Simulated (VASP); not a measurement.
# HfGe (P4/mmm) in VASP: notebook

HfGe is run at these levels: PBE; tasks: single point.

Everything below comes from runs of VASP 6.6.1. Logs are shortened: lines on timing, memory, paths and dates and some standing lists are left out, and cuts for length are marked.

### 1 The cell of the first run

It takes space group P4/mmm (No. 123, tetragonal). The conventional cell has a = 3.198 Å, b = 3.198 Å, c = 4.081 Å, α = 90.00°, β = 90.00°, γ = 90.00°. Hf (site symmetry 4/mmm) has 4 Ge at 2.26 Å within 3.0 Å. Within 3.0 Å of Ge (site symmetry 4/mmm) lie 4 Hf at 2.26 Å.

### 2 Single point, PBE (volume scaled by 0.98)

The input, INCAR:

```
SYSTEM = HfGe
PREC = Accurate
ENCUT = 520
EDIFF = 1E-6
ISMEAR = -1
SIGMA = 0.05
LREAL = .FALSE.
LASPH = .TRUE.
NELM = 60
ALGO = Normal
ISIF = 2
LWAVE = .FALSE.
LCHARG = .TRUE.
GGA = PE
LELF = .TRUE.
LVHAR = .TRUE.
NBANDS = 19
```

The input, KPOINTS:

```
regular mesh
0
G
  8 8 7
  0 0 0
```

The input, POSCAR:

```
HfGe
1.0
    3.1980568523      0.0000000000      0.0000000000
    0.0000000000      3.1980568523      0.0000000000
    0.0000000000      0.0000000000      4.0808535289
Hf Ge
1 1
Direct
    0.5000000000      0.5000000000      0.0000000000
    0.0000000000      0.0000000000      0.0000000000
```

Potentials or basis: VASP PAW PBE potentials, release 64 (Hf_pv, Ge_d).

Started as:

```
$ cat potpaw_PBE.64/Hf_pv/POTCAR potpaw_PBE.64/Ge_d/POTCAR > POTCAR
$ mpirun -np 1 vasp_std > vasp.out
```

OUTCAR:

```text
SYSTEM = HfGe
   PREC = Accurate
   ENCUT = 520
   EDIFF = 1E-6
   ISMEAR = -1
   LREAL = .FALSE.
   LASPH = .TRUE.
   NELM = 60
   ISIF = 2
   GGA = PE

 ion  position               nearest neighbor table
   1  0.500  0.500  0.000-   2 2.26   2 2.26   2 2.26   2 2.26
   2  0.000  0.000  0.000-   1 2.26   1 2.26   1 2.26   1 2.26

  LATTYP: Found a simple tetragonal cell.
 ALAT       =     3.1980568523
 C/A-ratio  =     1.2760415832

  Lattice vectors:

 A1 = (   3.1980568523,   0.0000000000,   0.0000000000)
 A2 = (   0.0000000000,   3.1980568523,   0.0000000000)
 A3 = (   0.0000000000,   0.0000000000,   4.0808535289)

Analysis of symmetry for initial positions (statically):
=====================================================================
 Subroutine PRICEL returns:
 Original cell was already a primitive cell.

 Routine SETGRP: Setting up the symmetry group for a
 simple tetragonal supercell.

 Subroutine GETGRP returns: Found 16 space group operations
 (whereof 16 operations were pure point group operations)
 out of a pool of 16 trial point group operations.

The static configuration has the point symmetry D_4h.

Analysis of symmetry for dynamics (positions and initial velocities):
=====================================================================
 Subroutine PRICEL returns:
 Original cell was already a primitive cell.

 Routine SETGRP: Setting up the symmetry group for a
 simple tetragonal supercell.

 Subroutine GETGRP returns: Found 16 space group operations
 (whereof 16 operations were pure point group operations)
 out of a pool of 16 trial point group operations.

The dynamic configuration has the point symmetry D_4h.

 Subroutine INISYM returns: Found 16 space group operations
 (whereof 16 operations are pure point group operations),
 and found     1 'primitive' translations

----------------------------------------------------------------------------------------

                                     Primitive cell

  volume of cell :      41.7372

  direct lattice vectors                    reciprocal lattice vectors
     3.198056852  0.000000000  0.000000000     0.312689876  0.000000000  0.000000000
     0.000000000  3.198056852  0.000000000     0.000000000  0.312689876  0.000000000
     0.000000000  0.000000000  4.080853529     0.000000000  0.000000000  0.245046776

  length of vectors
     3.198056852  3.198056852  4.080853529     0.312689876  0.312689876  0.245046776

  position of ions in fractional coordinates (direct lattice)
     0.500000000  0.500000000  0.000000000
     0.000000000  0.000000000  0.000000000

  ion indices of the primitive-cell ions
   primitive index   ion index
                 1           1
                 2           2

----------------------------------------------------------------------------------------

 KPOINTS: regular mesh

Automatic generation of k-mesh.
 Grid dimensions read from file:
 generate k-points for:    8    8    7

 Generating k-lattice:

  Cartesian coordinates                     Fractional coordinates (reciprocal lattice)
     0.039086234  0.000000000  0.000000000     0.125000000  0.000000000  0.000000000
     0.000000000  0.039086234  0.000000000     0.000000000  0.125000000  0.000000000
     0.000000000  0.000000000  0.035006682     0.000000000  0.000000000  0.142857143

  Length of vectors
     0.039086234  0.039086234  0.035006682

  Shift w.r.t. Gamma in fractional coordinates (k-lattice)
     0.000000000  0.000000000  0.000000000

 Subroutine IBZKPT returns following result:
 ===========================================

 Found     60 irreducible k-points:

 Following reciprocal coordinates:
            Coordinates               Weight
  0.000000  0.000000  0.000000      1.000000
  0.125000  0.000000  0.000000      4.000000
  0.250000  0.000000  0.000000      4.000000
  0.375000  0.000000  0.000000      4.000000
  0.500000  0.000000  0.000000      2.000000
  0.125000  0.125000  0.000000      4.000000
[... 16 lines left out ...]
  0.375000  0.125000  0.142857     16.000000
  0.500000  0.125000  0.142857      8.000000
 [... further k-points ...]
   k-points           NKPTS =     60   k-points in BZ     NKDIM =     60   number of bands    NBANDS=     19
   number of dos      NEDOS =    301   number of ions     NIONS =      2
   total plane-waves  NPLWV =  17280
   dimension x,y,z NGX =    24 NGY =   24 NGZ =   30
   dimension x,y,z NGXF=    48 NGYF=   48 NGZF=   60
   ions per type =               1   1
   NGX,Y,Z   is equivalent  to a cutoff of  12.48, 12.48, 12.22 a.u.
   NGXF,Y,Z  is equivalent  to a cutoff of  24.95, 24.95, 24.44 a.u.
 SYSTEM =  HfGe
   PREC   = accura    normal or accurate (medium, high low for compatibility)
   ISTART =      0    job   : 0-new  1-cont  2-samecut
   ICHARG =      2    charge: 1-file 2-atom 10-const
   ISPIN  =      1    spin polarized calculation?
   LNONCOLLINEAR =      F non collinear calculations
   LSORBIT =      F    spin-orbit coupling
   LASPH  =      T    aspherical Exc in radial PAW
   ENCUT  =  520.0 eV  38.22 Ry    6.18 a.u.   5.95  5.95  7.59*2*pi/ulx,y,z
   NELM   =     60;   NELMIN=  2; NELMDL= -5     # of ELM steps
   EDIFF  = 0.1E-05   stopping-criterion for ELM
   LREAL  =      F    real-space projection
   EDIFFG = 0.1E-04   stopping-criterion for IOM
   NSW    =      0    number of steps for IOM
   IBRION =     -1    ionic relax: 0-MD 1-quasi-New 2-CG
   NFREE  =      0    steps in history (QN), initial steepest desc. (CG)
   ISIF   =      2    stress and relaxation
   ISYM   =      2    0-nonsym 1-usesym 2-fastsym
   POTIM  = 0.5000    time-step for ionic-motion
   TEBEG  =    0.0;   TEEND  =   0.0 temperature during run
   PSTRESS=    0.0 pullay stress
   NELECT =      24.0000    total number of electrons
   NUPDOWN=      -1.0000    fix difference up-down
   EMIN   =  10.00;   EMAX   =-10.00  energy-range for DOS
   EFERMI =   0.00;   METHOD = LEGACY
   ISMEAR =    -1;   SIGMA  =   0.05  broadening in eV -4-tet -1-fermi 0-gaus
   EFERMI_NEDOS =   21; number of points for ismear=-14 and -15
   IALGO  =     38    algorithm
   IMIX   =      4    mixing-type and parameters
     AMIX     =   0.40;   BMIX     =  1.00
     AMIX_MAG =   1.60;   BMIX_MAG =  1.00
  volume/ion in A,a.u.               =      20.87       140.83
  Fermi-wavevector in a.u.,A,eV,Ry     =   1.361353  2.572584 25.215437  1.853282
  Thomas-Fermi vector in A             =   2.487936
   LORBIT       =      0    0 simple, 1 ext, 2 COOP (PROOUT), +10 PAW based schemes
   GGA     = PE    functional components
   LHFCALC =     F    Hartree Fock is set to
   AEXX    =    0.0000 exact exchange contribution
   IVDW    =     0    specifies the selected vdW correction
   LEPSILON=     F    determine dielectric tensor
   LRPA    =     F    only Hartree local field effects (RPA)
 non-spin polarized calculation
  energy-cutoff  :      520.00
  volume of cell :       41.74
 maximum number of plane-waves:      1155
 NGX is ok and might be reduce to    24
   NGX = 11   NGY = 11   NGZ = 15

 number of electron      23.9999978 magnetization

 Free energy of the ion-electron system (eV)
  ---------------------------------------------------
  ext. energy  EPLUGINS =         0.00000000
  ---------------------------------------------------
  free energy    TOTEN  =       -10.06457467 eV

  energy without entropy =      -10.05020021  energy(sigma->0) =      -10.05738744

 E-fermi :   4.7164     XC(G=0): -10.5693

 val. band max:        4.7162877358   @ k =   0.0000   0.0000   0.0000
 cond. band min:       4.7174888076   @ k =   0.3750   0.3750   0.4286
 fundamental gap:      0.0012010718
 Fermi energy:         4.7164046716

 k-point     1 :       0.0000    0.0000    0.0000
  band No.  band energies     occupation
      1     -25.4238      2.00000
      2     -25.0046      2.00000
      3     -25.0046      2.00000
      4     -19.0640      2.00000
      5     -18.9597      2.00000
      6     -18.8762      2.00000
[... 11 lines left out ...]
     18      14.1956      0.00000
     19      16.2826      0.00000

 k-point     2 :       0.1250    0.0000    0.0000
  band No.  band energies     occupation
      1     -25.4187      2.00000
      2     -25.1103      2.00000
      3     -25.0265      2.00000
      4     -19.0048      2.00000
      5     -18.9416      2.00000
      6     -18.8527      2.00000
[... 11 lines left out ...]
     18      13.8921      0.00000
     19      17.0608      0.00000

 k-point     3 :       0.2500    0.0000    0.0000
  band No.  band energies     occupation
      1     -25.4064      2.00000
      2     -25.3547      2.00000
      3     -25.0781      2.00000
      4     -18.9017      2.00000
      5     -18.8615      2.00000
      6     -18.8255      2.00000
[... 11 lines left out ...]
     18      14.5432      0.00000
     19      16.8085      0.00000

 k-point     4 :       0.3750    0.0000    0.0000
  band No.  band energies     occupation
      1     -25.5859      2.00000
      2     -25.3940      2.00000
      3     -25.1281      2.00000
      4     -18.8642      2.00000
      5     -18.8234      2.00000
      6     -18.8155      2.00000
[... 11 lines left out ...]
     18      15.1418      0.00000
     19      16.0407      0.00000

 k-point     5 :       0.5000    0.0000    0.0000
  band No.  band energies     occupation
      1     -25.6781      2.00000
      2     -25.3889      2.00000
      3     -25.1484      2.00000
      4     -18.8490      2.00000
      5     -18.8225      2.00000
      6     -18.8132      2.00000
[... 11 lines left out ...]
     18      13.8285      0.00000
     19      14.6664      0.00000

 k-point     6 :       0.1250    0.1250    0.0000
  band No.  band energies     occupation
      1     -25.4130      2.00000
      2     -25.1660      2.00000
      3     -25.0792      2.00000
      4     -18.9872      2.00000
      5     -18.9249      2.00000
      6     -18.8319      2.00000
[... 11 lines left out ...]
     18      13.9075      0.00000
     19      16.7017      0.00000

 k-point     7 :       0.2500    0.1250    0.0000
  band No.  band energies     occupation
      1     -25.3993      2.00000
      2     -25.3633      2.00000
      3     -25.1361      2.00000
      4     -18.9204      2.00000
      5     -18.8851      2.00000
      6     -18.8330      2.00000
[... 11 lines left out ...]
     18      13.5017      0.00000
     19      16.4813      0.00000

 k-point     8 :       0.3750    0.1250    0.0000
  band No.  band energies     occupation
      1     -25.5657      2.00000
      2     -25.3856      2.00000
      3     -25.1784      2.00000
      4     -18.8611      2.00000
      5     -18.8301      2.00000
      6     -18.8170      2.00000
[... 256 lines left out ...]
 k-point    20 :       0.5000    0.0000    0.1429
  band No.  band energies     occupation
      1     -25.6775      2.00000
      2     -25.3940      2.00000
      3     -25.1481      2.00000
      4     -18.8490      2.00000
      5     -18.8227      2.00000
      6     -18.8134      2.00000
[... 11 lines left out ...]
     18      13.6352      0.00000
     19      14.9860      0.00000

 k-point    21 :       0.1250    0.1250    0.1429
  band No.  band energies     occupation
      1     -25.4185      2.00000
      2     -25.1656      2.00000
      3     -25.0788      2.00000
      4     -18.9872      2.00000
      5     -18.9249      2.00000
      6     -18.8321      2.00000
[... 11 lines left out ...]
     18      14.3584      0.00000
     19      16.6190      0.00000

 k-point    22 :       0.2500    0.1250    0.1429
  band No.  band energies     occupation
      1     -25.4047      2.00000
      2     -25.3628      2.00000
      3     -25.1357      2.00000
      4     -18.9202      2.00000
      5     -18.8851      2.00000
      6     -18.8333      2.00000
[... 11 lines left out ...]
     18      13.7419      0.00000
     19      15.3110      0.00000

 k-point    23 :       0.3750    0.1250    0.1429
  band No.  band energies     occupation
      1     -25.5651      2.00000
      2     -25.3907      2.00000
      3     -25.1780      2.00000
      4     -18.8610      2.00000
      5     -18.8303      2.00000
      6     -18.8172      2.00000
[... 11 lines left out ...]
     18      13.8285      0.00000
     19      15.0808      0.00000

 k-point    24 :       0.5000    0.1250    0.1429
  band No.  band energies     occupation
      1     -25.6471      2.00000
      2     -25.3849      2.00000
      3     -25.1946      2.00000
      4     -18.8448      2.00000
      5     -18.8271      2.00000
      6     -18.8191      2.00000
[... 11 lines left out ...]
     18      12.6810      0.00000
     19      14.8627      0.00000

 [... further k-points ...]

------------------------ aborting loop because EDIFF is reached ----------------------------------------

  FORCE on cell =-STRESS in cart. coord.  units (eV):
  Direction    XX          YY          ZZ          XY          YZ          ZX
  --------------------------------------------------------------------------------------
  -------------------------------------------------------------------------------------
  Total       26.1503549     26.1503549     -0.4945730      0.0000000      0.0000000      0.0000000
  in kB     1003.8407042   1003.8407042    -18.9853085      0.0000000      0.0000000      0.0000000
  external PRESSURE =     662.8987000 kB  Pullay stress =       0.0000000 kB

 VOLUME and BASIS-vectors are now :
 -----------------------------------------------------------------------------
  energy-cutoff  :      520.00
  volume of cell :       41.74
      direct lattice vectors                 reciprocal lattice vectors
     3.198056852  0.000000000  0.000000000     0.312689876  0.000000000  0.000000000
     0.000000000  3.198056852  0.000000000     0.000000000  0.312689876  0.000000000
     0.000000000  0.000000000  4.080853529     0.000000000  0.000000000  0.245046776

 POSITION                                       TOTAL-FORCE (eV/Angst)
 -----------------------------------------------------------------------------------
      1.59903      1.59903      0.00000         0.000000      0.000000      0.000000
      0.00000      0.00000      0.00000         0.000000      0.000000      0.000000
 -----------------------------------------------------------------------------------
    total drift:                                0.000000     -0.000000     -0.000000

  FREE ENERGIE OF THE ION-ELECTRON SYSTEM (eV)
  ---------------------------------------------------
  free  energy   TOTEN  =       -10.0645746650 eV

  energy  without entropy=      -10.0502002052  energy(sigma->0) =      -10.05738744
```

Run time: 15 s. Hardware: 1 thread of Intel Xeon 6975P-C (Granite Rapids), shared host; peak memory 0.17 GiB.

Results:

```
Free energy            : -10.0646 eV
Pressure               : 66.3 GPa
Band gap on the k mesh : zero (band 12 reaches 7.36 eV, above the bottom of band 13 at 4.08 eV)
```

Caveat: spin-orbit coupling is left out, which moves the levels of the heavy elements.

(Part 1 of 2 ends here.)
